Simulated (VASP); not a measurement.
A run of VASP 6.6.1:

File POSCAR:

```
BeTe
1.0
    0.0000000000      2.8286236224      2.8286236224
    2.8286236224      0.0000000000      2.8286236224
    2.8286236224      2.8286236224      0.0000000000
Be Te
1 1
Direct
    0.0000000000      0.0000000000      0.0000000000
    0.2500000000      0.2500000000      0.2500000000
```

The input INCAR.step1:

```
SYSTEM = BeTe
PREC = Accurate
ENCUT = 520
ISMEAR = -1
SIGMA = 0.02
LREAL = .False.
LASPH = .True.
NELM = 80
NBANDS = 11
GGA = PE
ALGO = Normal
EDIFF = 1E-4
LWAVE = .True.
LCHARG = .False.
```

The input INCAR.step2:

```
SYSTEM = BeTe
PREC = Accurate
ENCUT = 520
EDIFF = 1E-6
ISMEAR = -1
SIGMA = 0.02
LREAL = .False.
LASPH = .True.
NELM = 80
ALGO = Normal
ISIF = 2
LWAVE = .False.
LCHARG = .False.
METAGGA = R2SCAN
LMIXTAU = .True.
NBANDS = 11
ISTART = 1
```

KPOINTS

```
Automatic mesh
0
Gamma
  8 8 8
  0 0 0
```

Potentials or basis: VASP PAW PBE potentials, release 64 (Be, Te).

Command:

```bash
$ cat potpaw_PBE.64/Be/POTCAR potpaw_PBE.64/Te/POTCAR > POTCAR
$ cp INCAR.step1 INCAR
$ mpirun -np 1 vasp_std > vasp.out
$ cp INCAR.step2 INCAR
$ mpirun -np 1 vasp_std > vasp.out
```

Hardware: 1 thread of AMD EPYC 9R45 96-Core Processor (Zen 5) (shared host).

Question: Estimate the wall time of this run.

Answer: It took 33 s on 1 thread of AMD EPYC 9R45 96-Core Processor (Zen 5), on a shared host, peak memory 0.15 GiB. Counts: k points 29.
